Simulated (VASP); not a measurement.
# KTaO3 (Pm-3m) in VASP: a series of runs

The runs below take KTaO3 through single point, relaxation of cell and atoms, with PBE+D3(BJ).

Everything below comes from runs of VASP 6.6.1. Logs are shortened: lines on timing, memory, paths and dates and some standing lists are left out, and cuts for length are marked.

## Step 1: The cell of the first run

The structure is cubic, space group Pm-3m (No. 221). The conventional cell has a = 4.004 Å, b = 4.004 Å, c = 4.004 Å, α = 90.00°, β = 90.00°, γ = 90.00°. K (site symmetry m-3m) has 12 O at 2.83 Å and 8 Ta at 3.47 Å within 3.7 Å. Ta (site symmetry m-3m) has 6 O at 2.00 Å within 2.7 Å. Within 2.7 Å of O (site symmetry 4/mmm) lie 2 Ta at 2.00 Å.

## Step 2: Single point, PBE+D3(BJ)

Contents of INCAR:

```
SYSTEM = KTaO3
PREC = Accurate
ENCUT = 520
EDIFF = 1E-6
ISMEAR = 0
SIGMA = 0.02
LREAL = .False.
LASPH = .True.
NELM = 60
ALGO = Normal
ISIF = 2
LWAVE = .False.
LCHARG = .False.
GGA = PE
IVDW = 12
NBANDS = 27
```

Contents of KPOINTS:

```
regular mesh
0
Gamma
  8 8 8
  0 0 0
```

Contents of POSCAR:

```
KTaO3
1.0
    4.0037947285      0.0000000000      0.0000000000
    0.0000000000      4.0037947285      0.0000000000
    0.0000000000      0.0000000000      4.0037947285
K Ta O
1 1 3
Direct
    0.5000000000      0.5000000000      0.5000000000
    0.0000000000      0.0000000000      0.0000000000
    0.5000000000      0.0000000000      0.0000000000
    0.0000000000      0.5000000000      0.0000000000
    0.0000000000      0.0000000000      0.5000000000
```

Potentials or basis: VASP PAW PBE potentials, release 64 (K_sv, Ta_pv, O).

Command:

```
cat potpaw_PBE.64/K_sv/POTCAR potpaw_PBE.64/Ta_pv/POTCAR potpaw_PBE.64/O/POTCAR > POTCAR
mpirun -np 1 vasp_std > vasp.out
```

OUTCAR:

```text
SYSTEM = KTaO3
   PREC = Accurate
   ENCUT = 520
   EDIFF = 1E-6
   ISMEAR = 0
   LREAL = .False.
   LASPH = .True.
   NELM = 60
   ISIF = 2
   GGA = PE
   IVDW = 12
 IVDW          = 12

 ion  position               nearest neighbor table
   1  0.500  0.500  0.500-   3 2.83   4 2.83   5 2.83   3 2.83   4 2.83   3 2.83   5 2.83   3 2.83
                             4 2.83   5 2.83   4 2.83   5 2.83   2 3.47   2 3.47   2 3.47   2 3.47
   2  0.000  0.000  0.000-   3 2.00   4 2.00   5 2.00   5 2.00   4 2.00   3 2.00   1 3.47   1 3.47
                             1 3.47   1 3.47   1 3.47   1 3.47   1 3.47   1 3.47
   3  0.500  0.000  0.000-   2 2.00   2 2.00   1 2.83   1 2.83   1 2.83   1 2.83
   4  0.000  0.500  0.000-   2 2.00   2 2.00   1 2.83   1 2.83   1 2.83   1 2.83
   5  0.000  0.000  0.500-   2 2.00   2 2.00   1 2.83   1 2.83   1 2.83   1 2.83

  LATTYP: Found a simple cubic cell.
 ALAT       =     4.0037947285

  Lattice vectors:

 A1 = (   4.0037947285,   0.0000000000,   0.0000000000)
 A2 = (   0.0000000000,   4.0037947285,   0.0000000000)
 A3 = (   0.0000000000,   0.0000000000,   4.0037947285)

Analysis of symmetry for initial positions (statically):
=====================================================================
 Subroutine PRICEL returns:
 Original cell was already a primitive cell.

 Routine SETGRP: Setting up the symmetry group for a
 simple cubic supercell.

 Subroutine GETGRP returns: Found 48 space group operations
 (whereof 48 operations were pure point group operations)
 out of a pool of 48 trial point group operations.

The static configuration has the point symmetry O_h .

Analysis of symmetry for dynamics (positions and initial velocities):
=====================================================================
 Subroutine PRICEL returns:
 Original cell was already a primitive cell.

 Routine SETGRP: Setting up the symmetry group for a
 simple cubic supercell.

 Subroutine GETGRP returns: Found 48 space group operations
 (whereof 48 operations were pure point group operations)
 out of a pool of 48 trial point group operations.

The dynamic configuration has the point symmetry O_h .

 Subroutine INISYM returns: Found 48 space group operations
 (whereof 48 operations are pure point group operations),
 and found     1 'primitive' translations

----------------------------------------------------------------------------------------

                                     Primitive cell

  volume of cell :      64.1823

  direct lattice vectors                    reciprocal lattice vectors
     4.003794728  0.000000000  0.000000000     0.249763054  0.000000000  0.000000000
     0.000000000  4.003794728  0.000000000     0.000000000  0.249763054  0.000000000
     0.000000000  0.000000000  4.003794728     0.000000000  0.000000000  0.249763054

  length of vectors
     4.003794728  4.003794728  4.003794728     0.249763054  0.249763054  0.249763054

  position of ions in fractional coordinates (direct lattice)
     0.500000000  0.500000000  0.500000000
     0.000000000  0.000000000  0.000000000
     0.500000000  0.000000000  0.000000000
     0.000000000  0.500000000  0.000000000
     0.000000000  0.000000000  0.500000000

  ion indices of the primitive-cell ions
   primitive index   ion index
                 1           1
                 2           2
                 3           3
                 4           4
                 5           5

----------------------------------------------------------------------------------------

 KPOINTS: regular mesh

Automatic generation of k-mesh.
 Grid dimensions read from file:
 generate k-points for:    8    8    8

 Generating k-lattice:

  Cartesian coordinates                     Fractional coordinates (reciprocal lattice)
     0.031220382  0.000000000  0.000000000     0.125000000  0.000000000  0.000000000
     0.000000000  0.031220382  0.000000000     0.000000000  0.125000000  0.000000000
     0.000000000  0.000000000  0.031220382     0.000000000  0.000000000  0.125000000

  Length of vectors
     0.031220382  0.031220382  0.031220382

  Shift w.r.t. Gamma in fractional coordinates (k-lattice)
     0.000000000  0.000000000  0.000000000

 Subroutine IBZKPT returns following result:
 ===========================================

 Found     35 irreducible k-points:

 Following reciprocal coordinates:
            Coordinates               Weight
  0.000000  0.000000  0.000000      1.000000
  0.125000  0.000000  0.000000      6.000000
  0.250000  0.000000  0.000000      6.000000
  0.375000  0.000000  0.000000      6.000000
  0.500000  0.000000  0.000000      3.000000
  0.125000  0.125000  0.000000     12.000000
[... 16 lines left out ...]
  0.375000  0.375000  0.125000     24.000000
  0.500000  0.375000  0.125000     24.000000
 [... further k-points ...]
   k-points           NKPTS =     35   k-points in BZ     NKDIM =     35   number of bands    NBANDS=     27
   number of dos      NEDOS =    301   number of ions     NIONS =      5
   total plane-waves  NPLWV =  27000
   dimension x,y,z NGX =    30 NGY =   30 NGZ =   30
   dimension x,y,z NGXF=    60 NGYF=   60 NGZF=   60
   ions per type =               1   1   3
   NGX,Y,Z   is equivalent  to a cutoff of  12.46, 12.46, 12.46 a.u.
   NGXF,Y,Z  is equivalent  to a cutoff of  24.91, 24.91, 24.91 a.u.
 SYSTEM =  KTaO3
   PREC   = accura    normal or accurate (medium, high low for compatibility)
   ISTART =      0    job   : 0-new  1-cont  2-samecut
   ICHARG =      2    charge: 1-file 2-atom 10-const
   ISPIN  =      1    spin polarized calculation?
   LNONCOLLINEAR =      F non collinear calculations
   LSORBIT =      F    spin-orbit coupling
   LASPH  =      T    aspherical Exc in radial PAW
   ENCUT  =  520.0 eV  38.22 Ry    6.18 a.u.   7.44  7.44  7.44*2*pi/ulx,y,z
   NELM   =     60;   NELMIN=  2; NELMDL= -5     # of ELM steps
   EDIFF  = 0.1E-05   stopping-criterion for ELM
   LREAL  =      F    real-space projection
   EDIFFG = 0.1E-04   stopping-criterion for IOM
   NSW    =      0    number of steps for IOM
   IBRION =     -1    ionic relax: 0-MD 1-quasi-New 2-CG
   NFREE  =      0    steps in history (QN), initial steepest desc. (CG)
   ISIF   =      2    stress and relaxation
   ISYM   =      2    0-nonsym 1-usesym 2-fastsym
   POTIM  = 0.5000    time-step for ionic-motion
   TEBEG  =    0.0;   TEEND  =   0.0 temperature during run
   PSTRESS=    0.0 pullay stress
   NELECT =      38.0000    total number of electrons
   NUPDOWN=      -1.0000    fix difference up-down
   EMIN   =  10.00;   EMAX   =-10.00  energy-range for DOS
   EFERMI =   0.00;   METHOD = LEGACY
   ISMEAR =     0;   SIGMA  =   0.02  broadening in eV -4-tet -1-fermi 0-gaus
   EFERMI_NEDOS =   21; number of points for ismear=-14 and -15
   IALGO  =     38    algorithm
   IMIX   =      4    mixing-type and parameters
     AMIX     =   0.40;   BMIX     =  1.00
     AMIX_MAG =   1.60;   BMIX_MAG =  1.00
  volume/ion in A,a.u.               =      12.84        86.62
  Fermi-wavevector in a.u.,A,eV,Ry     =   1.374667  2.597744 25.711063  1.889710
  Thomas-Fermi vector in A             =   2.500073
   LORBIT       =      0    0 simple, 1 ext, 2 COOP (PROOUT), +10 PAW based schemes
   GGA     = PE    functional components
   LHFCALC =     F    Hartree Fock is set to
   AEXX    =    0.0000 exact exchange contribution
   IVDW    =    12    specifies the selected vdW correction
   LEPSILON=     F    determine dielectric tensor
   LRPA    =     F    only Hartree local field effects (RPA)
 non-spin polarized calculation
 Gauss-broadening in eV      SIGMA  =   0.02
  energy-cutoff  :      520.00
  volume of cell :       64.18
 maximum number of plane-waves:      1751
 NGX is ok and might be reduce to    30
   NGX = 15   NGY = 15   NGZ = 15

 number of electron      37.9999977 magnetization

 Free energy of the ion-electron system (eV)
  ---------------------------------------------------
  ext. energy  EPLUGINS =         0.00000000
  ---------------------------------------------------
  free energy    TOTEN  =       -41.05337960 eV

  energy without entropy =      -41.05337960  energy(sigma->0) =      -41.05337960

 E-fermi :   1.9214     XC(G=0): -10.8134

 val. band max:        1.7229405560   @ k =   0.5000   0.5000   0.5000
 cond. band min:       3.8729056530   @ k =   0.0000   0.0000   0.0000
 fundamental gap:      2.1499650971
 Fermi energy:         1.9214383903

 k-point     1 :       0.0000    0.0000    0.0000
  band No.  band energies     occupation
      1     -32.4534      2.00000
      2     -32.4534      2.00000
      3     -32.4534      2.00000
      4     -25.6099      2.00000
      5     -15.7864      2.00000
      6     -15.0837      2.00000
[... 19 lines left out ...]
     26       9.7871      0.00000
     27       9.7871      0.00000

 k-point     2 :       0.1250    0.0000    0.0000
  band No.  band energies     occupation
      1     -32.4661      2.00000
      2     -32.4530      2.00000
      3     -32.4530      2.00000
      4     -25.6061      2.00000
      5     -15.7413      2.00000
      6     -15.0804      2.00000
[... 19 lines left out ...]
     26       9.9815      0.00000
     27      10.0114      0.00000

 k-point     3 :       0.2500    0.0000    0.0000
  band No.  band energies     occupation
      1     -32.4965      2.00000
      2     -32.4518      2.00000
      3     -32.4518      2.00000
      4     -25.5969      2.00000
      5     -15.6847      2.00000
      6     -15.0725      2.00000
[... 594 lines left out ...]
      1     -32.5227      2.00000
      2     -32.5224      2.00000
      3     -32.4604      2.00000
      4     -25.5725      2.00000
      5     -15.2223      2.00000
      6     -14.4443      2.00000
[... 19 lines left out ...]
     26      12.2842      0.00000
     27      12.4560      0.00000

 k-point    24 :       0.5000    0.3750    0.1250
  band No.  band energies     occupation
      1     -32.5348      2.00000
      2     -32.5219      2.00000
      3     -32.4599      2.00000
      4     -25.5702      2.00000
      5     -15.1988      2.00000
      6     -14.4239      2.00000
[... 19 lines left out ...]
     26      12.4238      0.00000
     27      12.4684      0.00000

 [... further k-points ...]

------------------------ aborting loop because EDIFF is reached ----------------------------------------

 Edisp (eV)   -1.16660

 E8    (eV) :    -0.5198

  FORCE on cell =-STRESS in cart. coord.  units (eV):
  Direction    XX          YY          ZZ          XY          YZ          ZX
  --------------------------------------------------------------------------------------
  -------------------------------------------------------------------------------------
  Total       0.25345     0.25345     0.25345    -0.00000    -0.00000     0.00000
  in kB       6.32693     6.32693     6.32693    -0.00000    -0.00000     0.00000
  external pressure =        6.33 kB  Pullay stress =        0.00 kB

 VOLUME and BASIS-vectors are now :
 -----------------------------------------------------------------------------
  energy-cutoff  :      520.00
  volume of cell :       64.18
      direct lattice vectors                 reciprocal lattice vectors
     4.003794728  0.000000000  0.000000000     0.249763054  0.000000000  0.000000000
     0.000000000  4.003794728  0.000000000     0.000000000  0.249763054  0.000000000
     0.000000000  0.000000000  4.003794728     0.000000000  0.000000000  0.249763054

 POSITION                                       TOTAL-FORCE (eV/Angst)
 -----------------------------------------------------------------------------------
      2.00190      2.00190      2.00190         0.000000      0.000000      0.000000
      0.00000      0.00000      0.00000         0.000000      0.000000      0.000000
      2.00190      0.00000      0.00000         0.000000      0.000000      0.000000
      0.00000      2.00190      0.00000         0.000000      0.000000      0.000000
      0.00000      0.00000      2.00190         0.000000      0.000000      0.000000
 -----------------------------------------------------------------------------------
    total drift:                                0.000000     -0.000000      0.000000

  FREE ENERGIE OF THE ION-ELECTRON SYSTEM (eV)
  ---------------------------------------------------
  free  energy   TOTEN  =       -42.2199747949 eV

  energy  without entropy=      -42.2199747949  energy(sigma->0) =      -42.21997479
```

Wall time 26 s (1 thread of Intel Xeon Platinum 8559C (Emerald Rapids), shared host); peak memory 0.21 GiB.

What came out:

```
Free energy                : -42.2200 eV
Pressure                   : 0.6 GPa
Band gap on the k mesh     : 2.15 eV, indirect (least direct gap 2.78 eV)
Dispersion energy per atom : -0.233 eV
```

Levels at points of the mesh, in eV from the valence-band top:
| k point | band 16 | band 17 | band 18 | band 19 | band 20 | band 21 | band 22 | band 23 |
| --- | --- | --- | --- | --- | --- | --- | --- | --- |
| (0.00, 0.00, 0.00) | -1.04 | -0.63 | -0.63 | -0.63 | 2.15 | 2.15 | 2.15 | 6.53 |
| (0.50, 0.00, 0.00) | -2.11 | -1.49 | -0.85 | -0.85 | 2.30 | 4.94 | 4.94 | 6.67 |
| (0.50, 0.50, 0.00) | -1.67 | -1.42 | -1.42 | -0.04 | 4.98 | 4.98 | 6.24 | 7.52 |
| (0.50, 0.50, 0.50) | -3.87 | 0.00 | 0.00 | 0.00 | 6.37 | 6.37 | 6.37 | 8.88 |

Caveat: spin-orbit coupling is left out, which moves the levels of the heavy elements. PBE gaps usually lie below the measured ones, often by a third to a half.

## Step 3: Relaxation of cell and atoms, PBE+D3(BJ)

This run uses another cell than the first one, of 13.04 Å³/atom, 1.016 times its volume.

Contents of INCAR:

```
ALGO = Normal
EDIFF = 1E-7
EDIFFG = -0.005
ENCUT = 600
GGA = PE
IBRION = 2
ISIF = 3
ISMEAR = 0
IVDW = 12
LASPH = True
LCHARG = False
LREAL = False
LWAVE = False
NELM = 100
NSW = 70
PREC = Accurate
SIGMA = 0.02
```

Contents of KPOINTS:

```
k-points
0
Gamma
  8 8 8
```

Edit POSCAR of step 2 so:

```diff
@@ -2,5 +2,5 @@
 1.0
-    4.0037947285      0.0000000000      0.0000000000
-    0.0000000000      4.0037947285      0.0000000000
-    0.0000000000      0.0000000000      4.0037947285
+    4.0243806737      0.0000000000      0.0000000000
+    0.0000000000      4.0243806737      0.0000000000
+    0.0000000000      0.0000000000      4.0243806737
 K Ta O
```

Potentials or basis: VASP PAW PBE potentials, release 64 (K_sv, Ta_pv, O).

Command:

```
cat potpaw_PBE.64/K_sv/POTCAR potpaw_PBE.64/Ta_pv/POTCAR potpaw_PBE.64/O/POTCAR > POTCAR
mpirun -np 1 vasp_std > vasp.out
```

Wall time 50 s (1 thread of Intel Xeon Platinum 8559C (Emerald Rapids), shared host); peak memory 0.23 GiB.

Results (log left out):

* Free energy: -42.2305 eV
* Relaxed volume: 12.87 Å³/atom
* Relaxed cell: a = 4.007 Å, b = 4.007 Å, c = 4.007 Å, α = 90.00°, β = 90.00°, γ = 90.00°
* Space group after relaxing (to 0.05 Å): Pm-3m (No. 221)
* Energy gained by relaxing: 1.3 meV/atom
* Ionic steps: 3
* Pressure after relaxing: 0.0 GPa
* Band gap on the k mesh: 2.15 eV, indirect (least direct gap 2.77 eV)
* Dispersion energy per atom: -0.233 eV

The path:
| step | energy change (eV) | largest force (eV/Å) | pressure (GPa) | volume (Å³) |
| --- | --- | --- | --- | --- |
| 1 | 0.0000 | 0.0000 | -2.49 | 65.18 |
| 2 | 0.0039 | 0.0000 | 3.31 | 63.29 |
| 3 | -0.0067 | 0.0000 | 0.00 | 64.33 |

Final structure:
```
CELL_PARAMETERS angstrom
4.00683 0.00000 0.00000
0.00000 4.00683 0.00000
0.00000 0.00000 4.00683
ATOMIC_POSITIONS crystal
K 0.50000 0.50000 0.50000
Ta 0.00000 0.00000 0.00000
O 0.50000 0.00000 0.00000
O 0.00000 0.50000 0.00000
O 0.00000 0.00000 0.50000
```

Levels at points of the mesh, in eV from the valence-band top:
| k point | band 15 | band 16 | band 17 | band 18 | band 19 | band 20 | band 21 | band 22 | band 23 |
| --- | --- | --- | --- | --- | --- | --- | --- | --- | --- |
| (0.00, 0.00, 0.00) | -1.04 | -1.04 | -0.63 | -0.63 | -0.63 | 2.15 | 2.15 | 2.15 | 6.52 |
| (0.50, 0.00, 0.00) | -2.31 | -2.11 | -1.48 | -0.85 | -0.85 | 2.30 | 4.93 | 4.93 | 6.64 |
| (0.50, 0.50, 0.00) | -2.78 | -1.68 | -1.41 | -1.41 | -0.04 | 4.96 | 4.96 | 6.23 | 7.49 |
| (0.50, 0.50, 0.50) | -3.86 | -3.86 | 0.00 | 0.00 | 0.00 | 6.35 | 6.35 | 6.35 | 8.88 |

Caveat: spin-orbit coupling is left out, which moves the levels of the heavy elements. A k mesh can miss the band edges.
